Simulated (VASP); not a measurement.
# HfN (rocksalt type) (Fm-3m) in VASP: further runs

The runs below take HfN (rocksalt type) through relaxation of cell and atoms, with PBE.

Everything below comes from runs of VASP 6.6.1. Logs are shortened: lines on timing, memory, paths and dates and some standing lists are left out, and cuts for length are marked.

### Step 1. The cell of the first run

It takes space group Fm-3m (No. 225, cubic). The conventional cell has a = 3.881 Å, b = 3.881 Å, c = 3.881 Å, α = 90.00°, β = 90.00°, γ = 90.00°. Hf (site symmetry m-3m) has 6 N at 1.94 Å within 2.6 Å. N (site symmetry m-3m) has 6 Hf at 1.94 Å within 2.6 Å.

### Step 2. Relaxation of cell and atoms, PBE, target pressure 340 GPa, at which the enthalpy is minimised

Input file INCAR:

```
  PREC = Accurate
  ENCUT = 600
  EDIFF = 1E-6
  ISMEAR = -1
  SIGMA = 0.05
  LREAL = F
  LASPH = T
  NELM = 100
  ALGO = Normal
  ISIF = 3
  LWAVE = F
  LCHARG = F
  GGA = PE
  IBRION = 2
  NSW = 32
  EDIFFG = -0.005
  PSTRESS = 3400.0
```

Input file KPOINTS:

```
regular mesh
0
Gamma
  18 18 18
```

Input file POSCAR:

```
HfN
1.0
    0.0000000000      1.9402980472      1.9402980472
    1.9402980472      0.0000000000      1.9402980472
    1.9402980472      1.9402980472      0.0000000000
Hf N
1 1
Direct
    0.0000000000      0.0000000000      0.0000000000
    0.5000000000      0.5000000000      0.5000000000
```

Potentials or basis: VASP PAW PBE potentials, release 64 (Hf_pv, N).

Started as:

```
> cat potpaw_PBE.64/Hf_pv/POTCAR potpaw_PBE.64/N/POTCAR > POTCAR
> mpirun -np 1 vasp_std > vasp.out
```

OUTCAR:

```text
PREC = Accurate
   ENCUT = 600
   EDIFF = 1E-6
   ISMEAR = -1
   LREAL = F
   LASPH = T
   NELM = 100
   ISIF = 3
   GGA = PE
   IBRION = 2
   NSW = 32
   EDIFFG = -0.005
   PSTRESS = 3400.0

 ion  position               nearest neighbor table
   1  0.000  0.000  0.000-   2 1.94   2 1.94   2 1.94   2 1.94   2 1.94   2 1.94
   2  0.500  0.500  0.500-   1 1.94   1 1.94   1 1.94   1 1.94   1 1.94   1 1.94

  LATTYP: Found a face centered cubic cell.
 ALAT       =     3.8805960944

  Lattice vectors:

 A1 = (   0.0000000000,   1.9402980472,   1.9402980472)
 A2 = (   1.9402980472,   0.0000000000,   1.9402980472)
 A3 = (   1.9402980472,   1.9402980472,   0.0000000000)

Analysis of symmetry for initial positions (statically):
=====================================================================
 Subroutine PRICEL returns:
 Original cell was already a primitive cell.

 Routine SETGRP: Setting up the symmetry group for a
 face centered cubic supercell.

 Subroutine GETGRP returns: Found 48 space group operations
 (whereof 48 operations were pure point group operations)
 out of a pool of 48 trial point group operations.

The static configuration has the point symmetry O_h .

Analysis of symmetry for dynamics (positions and initial velocities):
=====================================================================
 Subroutine PRICEL returns:
 Original cell was already a primitive cell.

 Routine SETGRP: Setting up the symmetry group for a
 face centered cubic supercell.

 Subroutine GETGRP returns: Found 48 space group operations
 (whereof 48 operations were pure point group operations)
 out of a pool of 48 trial point group operations.

The dynamic configuration has the point symmetry O_h .

 Subroutine INISYM returns: Found 48 space group operations
 (whereof 48 operations are pure point group operations),
 and found     1 'primitive' translations

----------------------------------------------------------------------------------------

                                     Primitive cell

  volume of cell :      14.6095

  direct lattice vectors                    reciprocal lattice vectors
     0.000000000  1.940298047  1.940298047    -0.257692369  0.257692369  0.257692369
     1.940298047  0.000000000  1.940298047     0.257692369 -0.257692369  0.257692369
     1.940298047  1.940298047  0.000000000     0.257692369  0.257692369 -0.257692369

  length of vectors
     2.743995813  2.743995813  2.743995813     0.446336276  0.446336276  0.446336276

  position of ions in fractional coordinates (direct lattice)
     0.000000000  0.000000000  0.000000000
     0.500000000  0.500000000  0.500000000

  ion indices of the primitive-cell ions
   primitive index   ion index
                 1           1
                 2           2

----------------------------------------------------------------------------------------

 KPOINTS: regular mesh

Automatic generation of k-mesh.
 Grid dimensions read from file:
 generate k-points for:   18   18   18

 Generating k-lattice:

  Cartesian coordinates                     Fractional coordinates (reciprocal lattice)
    -0.014316243  0.014316243  0.014316243     0.055555556  0.000000000  0.000000000
     0.014316243 -0.014316243  0.014316243     0.000000000  0.055555556  0.000000000
     0.014316243  0.014316243 -0.014316243     0.000000000  0.000000000  0.055555556

  Length of vectors
     0.024796460  0.024796460  0.024796460

  Shift w.r.t. Gamma in fractional coordinates (k-lattice)
     0.000000000  0.000000000  0.000000000

 Subroutine IBZKPT returns following result:
 ===========================================

 Found    195 irreducible k-points:

 Following reciprocal coordinates:
            Coordinates               Weight
  0.000000  0.000000  0.000000      1.000000
  0.055556  0.000000  0.000000      8.000000
  0.111111  0.000000  0.000000      8.000000
  0.166667  0.000000  0.000000      8.000000
  0.222222  0.000000  0.000000      8.000000
  0.277778  0.000000  0.000000      8.000000
[... 16 lines left out ...]
 -0.277778  0.055556  0.000000     24.000000
 -0.222222  0.055556  0.000000     24.000000
 [... further k-points ...]
   k-points           NKPTS =    195   k-points in BZ     NKDIM =    195   number of bands    NBANDS=     11
   number of dos      NEDOS =    301   number of ions     NIONS =      2
   total plane-waves  NPLWV =  13824
   dimension x,y,z NGX =    24 NGY =   24 NGZ =   24
   dimension x,y,z NGXF=    48 NGYF=   48 NGZF=   48
   ions per type =               1   1
   NGX,Y,Z   is equivalent  to a cutoff of  14.54, 14.54, 14.54 a.u.
   NGXF,Y,Z  is equivalent  to a cutoff of  29.08, 29.08, 29.08 a.u.
 SYSTEM =  unknown system
   PREC   = accura    normal or accurate (medium, high low for compatibility)
   ISTART =      0    job   : 0-new  1-cont  2-samecut
   ICHARG =      2    charge: 1-file 2-atom 10-const
   ISPIN  =      1    spin polarized calculation?
   LNONCOLLINEAR =      F non collinear calculations
   LSORBIT =      F    spin-orbit coupling
   LASPH  =      T    aspherical Exc in radial PAW
   ENCUT  =  600.0 eV  44.10 Ry    6.64 a.u.   5.48  5.48  5.48*2*pi/ulx,y,z
   NELM   =    100;   NELMIN=  2; NELMDL= -5     # of ELM steps
   EDIFF  = 0.1E-05   stopping-criterion for ELM
   LREAL  =      F    real-space projection
   EDIFFG = -.5E-02   stopping-criterion for IOM
   NSW    =     32    number of steps for IOM
   IBRION =      2    ionic relax: 0-MD 1-quasi-New 2-CG
   NFREE  =      1    steps in history (QN), initial steepest desc. (CG)
   ISIF   =      3    stress and relaxation
   ISYM   =      2    0-nonsym 1-usesym 2-fastsym
   POTIM  = 0.5000    time-step for ionic-motion
   TEBEG  =    0.0;   TEEND  =   0.0 temperature during run
   PSTRESS= 3400.0 pullay stress
   NELECT =      15.0000    total number of electrons
   NUPDOWN=      -1.0000    fix difference up-down
   EMIN   =  10.00;   EMAX   =-10.00  energy-range for DOS
   EFERMI =   0.00;   METHOD = LEGACY
   ISMEAR =    -1;   SIGMA  =   0.05  broadening in eV -4-tet -1-fermi 0-gaus
   EFERMI_NEDOS =   21; number of points for ismear=-14 and -15
   IALGO  =     38    algorithm
   IMIX   =      4    mixing-type and parameters
     AMIX     =   0.40;   BMIX     =  1.00
     AMIX_MAG =   1.60;   BMIX_MAG =  1.00
  volume/ion in A,a.u.               =       7.30        49.29
  Fermi-wavevector in a.u.,A,eV,Ry     =   1.651557  3.120990 37.111786  2.727639
  Thomas-Fermi vector in A             =   2.740316
   LORBIT       =      0    0 simple, 1 ext, 2 COOP (PROOUT), +10 PAW based schemes
   GGA     = PE    functional components
   LHFCALC =     F    Hartree Fock is set to
   AEXX    =    0.0000 exact exchange contribution
   IVDW    =     0    specifies the selected vdW correction
   LEPSILON=     F    determine dielectric tensor
   LRPA    =     F    only Hartree local field effects (RPA)
 conjugate gradient relaxation of ions
 non-spin polarized calculation
  energy-cutoff  :      600.00
  volume of cell :       14.61
 maximum number of plane-waves:       531
 NGX is ok and might be reduce to    24
   NGX = 11   NGY = 11   NGZ = 11

--------------------------------------- Ionic step        1  -------------------------------------------

 number of electron      15.0000001 magnetization

 Free energy of the ion-electron system (eV)
  ---------------------------------------------------
  ext. energy  EPLUGINS =         0.00000000
  ---------------------------------------------------
  free energy    TOTEN  =       -15.56785593 eV

  energy without entropy =      -15.56523969  energy(sigma->0) =      -15.56654781

------------------------ aborting loop because EDIFF is reached ----------------------------------------

  FORCE on cell =-STRESS in cart. coord.  units (eV):
  Direction    XX          YY          ZZ          XY          YZ          ZX
  --------------------------------------------------------------------------------------
  -------------------------------------------------------------------------------------
  Total       31.2900953     31.2900953     31.2900953     -0.0000000     -0.0000000      0.0000000
  in kB     3431.4852188   3431.4852188   3431.4852188     -0.0000000     -0.0000000      0.0000000
  external PRESSURE =      31.4852188 kB  Pullay stress =    3400.0000000 kB

 VOLUME and BASIS-vectors are now :
 -----------------------------------------------------------------------------
  energy-cutoff  :      600.00
  volume of cell :       14.61
      direct lattice vectors                 reciprocal lattice vectors
     0.000000000  1.940298047  1.940298047    -0.257692369  0.257692369  0.257692369
     1.940298047  0.000000000  1.940298047     0.257692369 -0.257692369  0.257692369
     1.940298047  1.940298047  0.000000000     0.257692369  0.257692369 -0.257692369
[... 46 lines left out ...]
  FREE ENERGIE OF THE ION-ELECTRON SYSTEM (eV)
  ---------------------------------------------------
  free  energy   TOTEN  =       -16.1941744373 eV

  energy  without entropy=      -16.1914071402  energy(sigma->0) =      -16.19279079

  enthalpy is  TOTEN    =        15.4573992077 eV   P V=       31.6515736451

--------------------------------------- Ionic step        3  -------------------------------------------

 number of electron      15.0000001 magnetization

 Free energy of the ion-electron system (eV)
  ---------------------------------------------------
  ext. energy  EPLUGINS =         0.00000000
  ---------------------------------------------------
  free energy    TOTEN  =       -15.63587135 eV

  energy without entropy =      -15.63323924  energy(sigma->0) =      -15.63455530

 E-fermi :  12.9133     XC(G=0): -15.2934

 val. band max:       12.8245865361   @ k =   0.4444   0.2222   0.1111
 cond. band min:      12.9390077363   @ k =  -0.3333   0.4444   0.1667
 fundamental gap:      0.1144212002
 Fermi energy:        12.9132826221

 k-point     1 :       0.0000    0.0000    0.0000
  band No.  band energies     occupation
      1     -16.3150      2.00000
      2     -16.3150      2.00000
      3     -16.3150      2.00000
      4      -6.9051      2.00000
      5       9.6367      2.00000
      6       9.6367      2.00000
      7       9.6367      2.00000
      8      12.0821      2.00000
      9      12.0821      2.00000
     10      12.0821      2.00000
     11      16.1258      0.00000

 k-point     2 :       0.0556    0.0000    0.0000
  band No.  band energies     occupation
      1     -16.5032      2.00000
      2     -16.3240      2.00000
      3     -16.3240      2.00000
      4      -6.6833      2.00000
      5       9.1815      2.00000
      6       9.2444      2.00000
      7       9.2444      2.00000
      8      12.2755      1.99999
      9      12.2755      1.99999
     10      12.3034      1.99999
     11      16.6056      0.00000
[... 295 lines left out ...]
 k-point    24 :      -0.2222    0.0556    0.0000
  band No.  band energies     occupation
      1     -18.6679      2.00000
      2     -16.6226      2.00000
      3     -16.3833      2.00000
      4      -3.8792      2.00000
      5       5.0450      2.00000
      6       5.7737      2.00000
      7       6.7551      2.00000
      8      13.6625      0.00000
      9      14.2664      0.00000
     10      15.9082      0.00000
     11      20.7404      0.00000

 [... further k-points ...]

------------------------ aborting loop because EDIFF is reached ----------------------------------------

  FORCE on cell =-STRESS in cart. coord.  units (eV):
  Direction    XX          YY          ZZ          XY          YZ          ZX
  --------------------------------------------------------------------------------------
  -------------------------------------------------------------------------------------
  Total       31.0684008     31.0684008     31.0684008      0.0000000     -0.0000000      0.0000000
  in kB     3399.7478343   3399.7478343   3399.7478343      0.0000000     -0.0000000      0.0000000
  external PRESSURE =      -0.2521657 kB  Pullay stress =    3400.0000000 kB

 VOLUME and BASIS-vectors are now :
 -----------------------------------------------------------------------------
  energy-cutoff  :      600.00
  volume of cell :       14.64
      direct lattice vectors                 reciprocal lattice vectors
    -0.000000000  1.941709520  1.941709520    -0.257505046  0.257505046  0.257505046
     1.941709520 -0.000000000  1.941709520     0.257505046 -0.257505046  0.257505046
     1.941709520  1.941709520  0.000000000     0.257505046  0.257505046 -0.257505046

 POSITION                                       TOTAL-FORCE (eV/Angst)
 -----------------------------------------------------------------------------------
      0.00000      0.00000      0.00000        -0.000000      0.000000     -0.000000
      1.94171      1.94171      1.94171         0.000000     -0.000000      0.000000
 -----------------------------------------------------------------------------------
    total drift:                                0.000000     -0.000000     -0.000000

  FREE ENERGIE OF THE ION-ELECTRON SYSTEM (eV)
  ---------------------------------------------------
  free  energy   TOTEN  =       -15.6358713535 eV

  energy  without entropy=      -15.6332392418  energy(sigma->0) =      -15.63455530

  enthalpy is  TOTEN    =        15.4348338208 eV   P V=       31.0707051742

 reached required accuracy - stopping structural energy minimisation
```

Wall time 29 s (1 thread of Intel Xeon 6975P-C (Granite Rapids), shared host); peak memory 0.18 GiB.

What came out:

```yaml
Free_energy: -15.6359 eV
Relaxed_volume: 7.32 Å³/atom
Relaxed_cell: a = 2.746 Å, b = 2.746 Å, c = 2.746 Å, α = 60.00°, β = 60.00°, γ = 60.00°
Space_group_after_relaxing_to_0.05_Å: Fm-3m (No. 225)
Energy_change_on_relaxing_the_enthalpy_is_what_falls: -34.0 meV/atom
Ionic_steps: 3
Pressure_after_relaxing: 340.0 GPa
```

Step by step:
```tsv
step	energy change (eV)	largest force (eV/Å)	pressure (GPa)	volume (Å³)
1	0.0000	0.0000	343.15	14.61
2	-0.6263	0.0000	314.00	14.92
3	-0.0680	0.0000	339.97	14.64
```

Final structure:
```yaml
crystal:
  lattice:
    - [0.00000, 1.94171, 1.94171]
    - [1.94171, 0.00000, 1.94171]
    - [1.94171, 1.94171, 0.00000]
  atoms:
    - { symbol: Hf, position: [0.00000, 0.00000, 0.00000] }
    - { symbol: N, position: [0.50000, 0.50000, 0.50000] }
```

Caveat: the cell is relaxed towards a set pressure, so the enthalpy falls and the energy may rise; spin-orbit coupling is left out, which moves the levels of the heavy elements.

### Step 3. Relaxation of cell and atoms, PBE

This run uses another cell than the first one, of 10.00 Å³/atom, 1.369 times its volume.

Input file INCAR:

```
SYSTEM = HfN
PREC     = Accurate       ! precision mode
ENCUT    = 600            ! plane-wave cutoff, eV
EDIFF    = 1E-6           ! SCF threshold, eV
ISMEAR   = -1             ! smearing method
SIGMA    = 0.05           ! smearing width, eV
LREAL    = .False.        ! projectors in reciprocal space
LASPH    = .True.         ! aspherical terms in the spheres
NELM     = 100            ! most SCF steps
ALGO     = Normal         ! electronic algorithm
ISIF     = 3              ! what is computed and relaxed
LWAVE    = .False.        ! write WAVECAR
LCHARG   = .False.        ! write CHGCAR
GGA      = PE             ! functional
IBRION   = 2              ! ionic algorithm
NSW      = 60             ! ionic steps
EDIFFG   = -0.005         ! ionic threshold
```

Input file KPOINTS:

```
regular mesh
0
Gamma
  16 16 16
  0 0 0
```

Input file POSCAR:

```
HfN
1.0
    0.0000000000      2.1544346900      2.1544346900
    2.1544346900      0.0000000000      2.1544346900
    2.1544346900      2.1544346900      0.0000000000
Hf N
1 1
Direct
    0.0000000000      0.0000000000      0.0000000000
    0.5000000000      0.5000000000      0.5000000000
```

Potentials or basis: VASP PAW PBE potentials, release 64 (Hf_pv, N).

Started as:

```
> cat potpaw_PBE.64/Hf_pv/POTCAR potpaw_PBE.64/N/POTCAR > POTCAR
> mpirun -np 1 vasp_std > vasp.out
```

Wall time 45 s (1 thread of Intel Xeon 6975P-C (Granite Rapids), shared host); peak memory 0.18 GiB.

The run converged. Its results:

```
Free energy                            : -21.7593 eV
Relaxed volume                         : 11.65 Å³/atom
Relaxed cell                           : a = 3.206 Å, b = 3.206 Å, c = 3.206 Å, α = 60.00°, β = 60.00°, γ = 60.00°
Space group after relaxing (to 0.05 Å) : Fm-3m (No. 225)
Energy gained by relaxing              : 259.2 meV/atom
Ionic steps                            : 5
Pressure after relaxing                : 0.0 GPa
```

The path:
| step | energy change (eV) | largest force (eV/Å) | pressure (GPa) | volume (Å³) |
| --- | --- | --- | --- | --- |
| 1 | 0.0000 | 0.0000 | 57.55 | 20.00 |
| 2 | 1.1150 | 0.0000 | -43.49 | 32.30 |
| 3 | -0.5128 | 0.0000 | -4.43 | 23.71 |
| 4 | -0.5182 | 0.0000 | -0.86 | 23.38 |
| 5 | -0.5184 | 0.0000 | 0.01 | 23.31 |

Final structure:
```yaml
crystal:
  lattice:
    - [0.00000, 2.26718, 2.26718]
    - [2.26718, 0.00000, 2.26718]
    - [2.26718, 2.26718, 0.00000]
  atoms:
    - { symbol: Hf, position: [0.00000, 0.00000, 0.00000] }
    - { symbol: N, position: [0.50000, 0.50000, 0.50000] }
```

Levels at points of the mesh, in eV from the Fermi level:
```tsv
k point	band 5	band 6	band 7	band 8	band 9	band 10	band 11
(0.00, 0.00, 0.00)	-3.02	-3.02	-3.02	-0.34	-0.34	-0.34	1.69
(0.50, 0.00, 0.00)	-8.83	-6.13	-6.13	3.22	3.65	3.65	4.37
(0.50, 0.50, 0.00)	-5.42	-3.76	-3.69	-3.69	4.04	5.44	5.46
```

Caveat: the volume moved by over 15 % at a fixed basis, so the end points are rough; spin-orbit coupling is left out, which moves the levels of the heavy elements.
